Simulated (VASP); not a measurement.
# MgO2 (R-3m) in VASP: single point with LDA

Aim: the single point of MgO2 with LDA.

Everything below comes from runs of VASP 6.6.1. Logs are shortened: lines on timing, memory, paths and dates and some standing lists are left out, and cuts for length are marked.

### 1 The cell of the first run

Symmetry: R-3m, No. 166, trigonal system. Conventional cell: a = 3.210 Å, b = 3.210 Å, c = 10.482 Å, α = 90.00°, β = 90.00°, γ = 120.00°. Mg (site symmetry -3m) has 6 O at 2.11 Å within 2.8 Å. O (site symmetry 3m) has 1 O at 1.49 Å within 2.0 Å.

### 2 Single point, LDA

INCAR

```
PREC = Accurate ; ENCUT = 520
EDIFF = 1E-7 ; ISMEAR = 0
SIGMA = 0.05 ; LREAL = F
LASPH = T ; NELM = 80
ALGO = Normal ; ISIF = 2
LWAVE = F ; LCHARG = T
GGA = CA ; LELF = T
LVHAR = T ; NBANDS = 14
```

KPOINTS

```
Automatic mesh
0
Gamma
  12 12 12
```

POSCAR

```
MgO2
1.0
    1.6047610160      0.9265092046      3.4939788749
   -1.6047610160      0.9265092046      3.4939788749
    0.0000000000     -1.8530184092      3.4939788749
Mg O
1 2
Direct
    0.0000000000      0.0000000000      0.0000000000
    0.4287860000      0.4287860000      0.4287860000
    0.5712140000      0.5712140000      0.5712140000
```

Potentials or basis: VASP PAW LDA potentials, release 64 (Mg, O).

Started as:

```console
$ cat potpaw_LDA.64/Mg/POTCAR potpaw_LDA.64/O/POTCAR > POTCAR
$ mpirun -np 1 vasp_std > vasp.out
```

OUTCAR:

```text
PREC = Accurate
   ENCUT = 520
   EDIFF = 1E-7
   ISMEAR = 0
   LREAL = F
   LASPH = T
   NELM = 80
   ISIF = 2
   GGA = CA

 ion  position               nearest neighbor table
   1  0.000  0.000  0.000-   3 2.11   3 2.11   2 2.11   2 2.11   3 2.11   2 2.11
   2  0.429  0.429  0.429-   3 1.49   1 2.11   1 2.11   1 2.11
   3  0.571  0.571  0.571-   2 1.49   1 2.11   1 2.11   1 2.11

  LATTYP: Found a trigonal (rhomboedric) cell.
 ALAT       =     3.9549419216
 COS(alpha) =     0.6707160928

  Lattice vectors:

 A1 = (   1.6047610160,   0.9265092046,   3.4939788749)
 A2 = (  -1.6047610160,   0.9265092046,   3.4939788749)
 A3 = (   0.0000000000,  -1.8530184092,   3.4939788749)

Analysis of symmetry for initial positions (statically):
=====================================================================
 Subroutine PRICEL returns:
 Original cell was already a primitive cell.

 Routine SETGRP: Setting up the symmetry group for a
 trigonal (rhombohedral) supercell.

 Subroutine GETGRP returns: Found 12 space group operations
 (whereof 12 operations were pure point group operations)
 out of a pool of 12 trial point group operations.

The static configuration has the point symmetry D_3d.

Analysis of symmetry for dynamics (positions and initial velocities):
=====================================================================
 Subroutine PRICEL returns:
 Original cell was already a primitive cell.

 Routine SETGRP: Setting up the symmetry group for a
 trigonal (rhombohedral) supercell.

 Subroutine GETGRP returns: Found 12 space group operations
 (whereof 12 operations were pure point group operations)
 out of a pool of 12 trial point group operations.

The dynamic configuration has the point symmetry D_3d.

 Subroutine INISYM returns: Found 12 space group operations
 (whereof 12 operations are pure point group operations),
 and found     1 'primitive' translations

----------------------------------------------------------------------------------------

                                     Primitive cell

  volume of cell :      31.1696

  direct lattice vectors                    reciprocal lattice vectors
     1.604761016  0.926509205  3.493978875     0.311572873  0.179886682  0.095402218
    -1.604761016  0.926509205  3.493978875    -0.311572873  0.179886682  0.095402218
     0.000000000 -1.853018409  3.493978875     0.000000000 -0.359773364  0.095402218

  length of vectors
     3.954941922  3.954941922  3.954941922     0.372207545  0.372207545  0.372207545

  position of ions in fractional coordinates (direct lattice)
     0.000000000  0.000000000  0.000000000
     0.428786000  0.428786000  0.428786000
     0.571214000  0.571214000  0.571214000

  ion indices of the primitive-cell ions
   primitive index   ion index
                 1           1
                 2           2
                 3           3

----------------------------------------------------------------------------------------

 KPOINTS: Automatic mesh

Automatic generation of k-mesh.
 Grid dimensions read from file:
 generate k-points for:   12   12   12

 Generating k-lattice:

  Cartesian coordinates                     Fractional coordinates (reciprocal lattice)
     0.025964406  0.014990557  0.007950185     0.083333333 -0.000000000  0.000000000
    -0.025964406  0.014990557  0.007950185    -0.000000000  0.083333333  0.000000000
     0.000000000 -0.029981114  0.007950185     0.000000000  0.000000000  0.083333333

  Length of vectors
     0.031017295  0.031017295  0.031017295

  Shift w.r.t. Gamma in fractional coordinates (k-lattice)
     0.000000000  0.000000000  0.000000000

 Subroutine IBZKPT returns following result:
 ===========================================

 Found    189 irreducible k-points:

 Following reciprocal coordinates:
            Coordinates               Weight
  0.000000  0.000000  0.000000      1.000000
  0.083333 -0.000000 -0.000000      6.000000
  0.166667 -0.000000  0.000000      6.000000
  0.250000 -0.000000  0.000000      6.000000
  0.333333 -0.000000  0.000000      6.000000
  0.416667 -0.000000  0.000000      6.000000
[... 16 lines left out ...]
  0.500000  0.166667  0.000000     12.000000
 -0.416667  0.166667  0.000000     12.000000
 [... further k-points ...]
   k-points           NKPTS =    189   k-points in BZ     NKDIM =    189   number of bands    NBANDS=     14
   number of dos      NEDOS =    301   number of ions     NIONS =      3
   total plane-waves  NPLWV =  27000
   dimension x,y,z NGX =    30 NGY =   30 NGZ =   30
   dimension x,y,z NGXF=    60 NGYF=   60 NGZF=   60
   ions per type =               1   2
   NGX,Y,Z   is equivalent  to a cutoff of  12.61, 12.61, 12.61 a.u.
   NGXF,Y,Z  is equivalent  to a cutoff of  25.22, 25.22, 25.22 a.u.
 SYSTEM =  unknown system
   PREC   = accura    normal or accurate (medium, high low for compatibility)
   ISTART =      0    job   : 0-new  1-cont  2-samecut
   ICHARG =      2    charge: 1-file 2-atom 10-const
   ISPIN  =      1    spin polarized calculation?
   LNONCOLLINEAR =      F non collinear calculations
   LSORBIT =      F    spin-orbit coupling
   LASPH  =      T    aspherical Exc in radial PAW
   ENCUT  =  520.0 eV  38.22 Ry    6.18 a.u.   7.35  7.35  7.35*2*pi/ulx,y,z
   NELM   =     80;   NELMIN=  2; NELMDL= -5     # of ELM steps
   EDIFF  = 0.1E-06   stopping-criterion for ELM
   LREAL  =      F    real-space projection
   EDIFFG = 0.1E-05   stopping-criterion for IOM
   NSW    =      0    number of steps for IOM
   IBRION =     -1    ionic relax: 0-MD 1-quasi-New 2-CG
   NFREE  =      0    steps in history (QN), initial steepest desc. (CG)
   ISIF   =      2    stress and relaxation
   ISYM   =      2    0-nonsym 1-usesym 2-fastsym
   POTIM  = 0.5000    time-step for ionic-motion
   TEBEG  =    0.0;   TEEND  =   0.0 temperature during run
   PSTRESS=    0.0 pullay stress
   NELECT =      14.0000    total number of electrons
   NUPDOWN=      -1.0000    fix difference up-down
   EMIN   =  10.00;   EMAX   =-10.00  energy-range for DOS
   EFERMI =   0.00;   METHOD = LEGACY
   ISMEAR =     0;   SIGMA  =   0.05  broadening in eV -4-tet -1-fermi 0-gaus
   EFERMI_NEDOS =   21; number of points for ismear=-14 and -15
   IALGO  =     38    algorithm
   IMIX   =      4    mixing-type and parameters
     AMIX     =   0.40;   BMIX     =  1.00
     AMIX_MAG =   1.60;   BMIX_MAG =  1.00
  volume/ion in A,a.u.               =      10.39        70.11
  Fermi-wavevector in a.u.,A,eV,Ry     =   1.253739  2.369222 21.386457  1.571860
  Thomas-Fermi vector in A             =   2.387577
   LORBIT       =      0    0 simple, 1 ext, 2 COOP (PROOUT), +10 PAW based schemes
   GGA     = CA    functional components
   LHFCALC =     F    Hartree Fock is set to
   AEXX    =    0.0000 exact exchange contribution
   IVDW    =     0    specifies the selected vdW correction
   LEPSILON=     F    determine dielectric tensor
   LRPA    =     F    only Hartree local field effects (RPA)
 non-spin polarized calculation
 Gauss-broadening in eV      SIGMA  =   0.05
  energy-cutoff  :      520.00
  volume of cell :       31.17
 maximum number of plane-waves:       852
 NGX is ok and might be reduce to    30
   NGX = 15   NGY = 15   NGZ = 15

 number of electron      14.0000001 magnetization

 Free energy of the ion-electron system (eV)
  ---------------------------------------------------
  ext. energy  EPLUGINS =         0.00000000
  ---------------------------------------------------
  free energy    TOTEN  =       -18.47930446 eV

  energy without entropy =      -18.47930446  energy(sigma->0) =      -18.47930446

 E-fermi :   2.6461     XC(G=0): -10.8008

 val. band max:        2.3720917051   @ k =   0.5000   0.5000   0.5000
 cond. band min:       4.5277436867   @ k =   0.5000   0.5000   0.5000
 fundamental gap:      2.1556519816
 Fermi energy:         2.6461150482

 k-point     1 :       0.0000    0.0000    0.0000
  band No.  band energies     occupation
      1     -18.6989      2.00000
      2     -11.8389      2.00000
      3      -5.3880      2.00000
      4      -0.9496      2.00000
      5      -0.9496      2.00000
      6       1.5587      2.00000
      7       1.5587      2.00000
      8       6.7247      0.00000
      9       7.0307      0.00000
     10      14.1883      0.00000
     11      15.9858      0.00000
     12      16.8717      0.00000
     13      16.8717      0.00000
     14      18.5471      0.00000

 k-point     2 :       0.0833   -0.0000   -0.0000
  band No.  band energies     occupation
      1     -18.6665      2.00000
      2     -11.8597      2.00000
      3      -5.3357      2.00000
      4      -1.1547      2.00000
      5      -0.9740      2.00000
      6       1.5070      2.00000
      7       1.5264      2.00000
      8       6.8391      0.00000
      9       7.1854      0.00000
     10      14.2181      0.00000
     11      16.0997      0.00000
     12      16.1300      0.00000
     13      17.0621      0.00000
     14      18.2335      0.00000

 k-point     3 :       0.1667   -0.0000    0.0000
  band No.  band energies     occupation
      1     -18.5765      2.00000
      2     -11.9169      2.00000
      3      -5.1913      2.00000
      4      -1.6761      2.00000
      5      -1.0394      2.00000
      6       1.3887      2.00000
      7       1.4391      2.00000
      8       6.8654      0.00000
      9       7.8375      0.00000
     10      14.2976      0.00000
     11      14.9074      0.00000
     12      16.3925      0.00000
     13      17.5269      0.00000
     14      17.6163      0.00000
[... 324 lines left out ...]
 k-point    23 :       0.5000    0.1667    0.0000
  band No.  band energies     occupation
      1     -18.1527      2.00000
      2     -12.2648      2.00000
      3      -4.1972      2.00000
      4      -3.4243      2.00000
      5      -1.6551      2.00000
      6       0.8279      2.00000
      7       1.4132      2.00000
      8       6.2671      0.00000
      9      11.3302      0.00000
     10      12.1366      0.00000
     11      14.3668      0.00000
     12      16.3965      0.00000
     13      16.8892      0.00000
     14      19.2754      0.00000

 k-point    24 :      -0.4167    0.1667    0.0000
  band No.  band energies     occupation
      1     -18.1408      2.00000
      2     -12.2066      2.00000
      3      -4.3576      2.00000
      4      -3.3691      2.00000
      5      -1.7108      2.00000
      6       0.8952      2.00000
      7       1.1942      2.00000
      8       6.3588      0.00000
      9      11.3831      0.00000
     10      12.3226      0.00000
     11      14.6482      0.00000
     12      16.3869      0.00000
     13      16.6124      0.00000
     14      19.2683      0.00000

 [... further k-points ...]

------------------------ aborting loop because EDIFF is reached ----------------------------------------

  FORCE on cell =-STRESS in cart. coord.  units (eV):
  Direction    XX          YY          ZZ          XY          YZ          ZX
  --------------------------------------------------------------------------------------
  -------------------------------------------------------------------------------------
  Total       -1.9466825     -1.9466825     -2.3939445      0.0000000      0.0000000     -0.0000000
  in kB     -100.0631262   -100.0631262   -123.0532325      0.0000000      0.0000000     -0.0000000
  external PRESSURE =    -107.7264949 kB  Pullay stress =       0.0000000 kB

 VOLUME and BASIS-vectors are now :
 -----------------------------------------------------------------------------
  energy-cutoff  :      520.00
  volume of cell :       31.17
      direct lattice vectors                 reciprocal lattice vectors
     1.604761016  0.926509205  3.493978875     0.311572873  0.179886682  0.095402218
    -1.604761016  0.926509205  3.493978875    -0.311572873  0.179886682  0.095402218
     0.000000000 -1.853018409  3.493978875     0.000000000 -0.359773364  0.095402218

 POSITION                                       TOTAL-FORCE (eV/Angst)
 -----------------------------------------------------------------------------------
      0.00000      0.00000      0.00000         0.000000      0.000000      0.000000
      0.00000      0.00000      4.49451         0.000000     -0.000000      0.193747
      0.00000      0.00000      5.98743         0.000000     -0.000000     -0.193747
 -----------------------------------------------------------------------------------
    total drift:                                0.000000     -0.000000      0.000000

  FREE ENERGIE OF THE ION-ELECTRON SYSTEM (eV)
  ---------------------------------------------------
  free  energy   TOTEN  =       -18.4793044560 eV

  energy  without entropy=      -18.4793044560  energy(sigma->0) =      -18.47930446
```

Wall time 1.9 min (1 thread of Intel Xeon 8259CL, shared host); peak memory 0.21 GiB.

Results:

```yaml
Free_energy: -18.4793 eV
Pressure: -10.8 GPa
Largest_force: 0.194 eV/Å
Band_gap_on_the_k_mesh: 2.16 eV
```

Forces on the atoms (eV/Å):
```
Mg   0.000  0.000  0.000
O    0.000  0.000  0.194
O    0.000  0.000 -0.194
```

Levels at points of the mesh, in eV from the valence-band top:
```csv
k point,band 3,band 4,band 5,band 6,band 7,band 8,band 9,band 10,band 11,band 12
"(0.00, 0.00, 0.00)",-7.76,-3.32,-3.32,-0.81,-0.81,4.35,4.66,11.82,13.61,14.50
"(0.50, 0.00, 0.00)",-6.73,-6.10,-3.66,-1.28,-1.14,4.00,8.35,9.92,12.24,13.73
"(0.50, 0.50, 0.00)",-6.07,-5.42,-4.35,-2.19,-0.13,3.36,7.51,10.72,12.08,12.48
"(0.50, 0.50, 0.50)",-4.96,-3.84,-3.84,0.00,0.00,2.16,4.70,9.13,13.85,13.85
```

Caveat: the cell stands under tension.
